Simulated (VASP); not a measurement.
Wanted: the native input for a VASP 6.6.1 run.

```yaml
Task: single point
Functional: PBE
Potentials_or_basis: VASP PAW PBE potentials, release 64 (Rh_pv)
Cutoff: 520 eV
k_mesh: 7 × 7 × 7
Occupations: fermi-dirac, width 0.04 eV
Spin: no spin polarisation
Dipole_correction: no
Further_INCAR_settings: ALGO = Normal; EDIFF = 1e-07; NBANDS = 14
```

The structure of Rh lies in POSCAR:

```
Rh
1.0
    0.0000000000      1.8978500000      1.8978500000
    1.8978500000      0.0000000000      1.8978500000
    1.8978500000      1.8978500000      0.0000000000
Rh
1
Direct
    0.0000000000      0.0000000000      0.0000000000
```

The input as run:

INCAR

```
PREC = Accurate
ENCUT = 520
EDIFF = 1E-7
ISMEAR = -1
SIGMA = 0.04
LREAL = False
LASPH = True
NELM = 80
ALGO = Normal
ISIF = 2
LWAVE = False
LCHARG = False
GGA = PE
NBANDS = 14
```

KPOINTS

```
regular mesh
0
Gamma
  7 7 7
```

Potentials or basis: VASP PAW PBE potentials, release 64 (Rh_pv).

Launch:

```bash
$ cat potpaw_PBE.64/Rh_pv/POTCAR > POTCAR
$ mpirun -np 1 vasp_std > vasp.out
```

It gave:

The pressure is 6.1 GPa.

Caveat: the k points lie up to 0.41 Å⁻¹ apart.

It took 3.2 s on 1 thread of Intel(R) Xeon(R) 6975P-C (Granite Rapids), with other jobs on the host, peak memory 0.12 GiB.
